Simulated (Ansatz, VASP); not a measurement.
**TePb in VASP and in Ansatz**

```
CELL_PARAMETERS angstrom
4.00229 0.00000 0.00000
0.00000 4.00229 0.00000
0.00000 0.00000 4.00229
ATOMIC_POSITIONS crystal
Pb 0.00000 0.00000 0.00000
Te 0.50000 0.50000 0.50000
```

Alike in both runs: task single point; functional PBE; k mesh 4 × 4 × 4; occupations fermi-dirac, width 0.04 eV; no spin polarisation.

|  | VASP | Ansatz |
| --- | --- | --- |
| version | VASP 6.6.1 | Ansatz 0.2.0 |
| potentials or method | VASP PAW PBE potentials, release 64 (Pb_d, Te), cutoff 500 eV | all-electron LAPW, scalar-relativistic |

|  | VASP | Ansatz | Ansatz less VASP |
| --- | --- | --- | --- |
| gap on the k mesh at the Fermi level (eV) | none | none | - |
| pressure (GPa) | 0.5 | 0.6 | +0.03 |

A gap of «none» marks a metal or a gap that the smearing closes. Ansatz ran all-electron here, and VASP with PAW potentials.

The k mesh is coarse, so the values compare programs but aren't converged. Neither program's run includes spin-orbit coupling. Noted on Ansatz's run: the k mesh is thin for a metal, which can move the energy by tens of meV per atom.
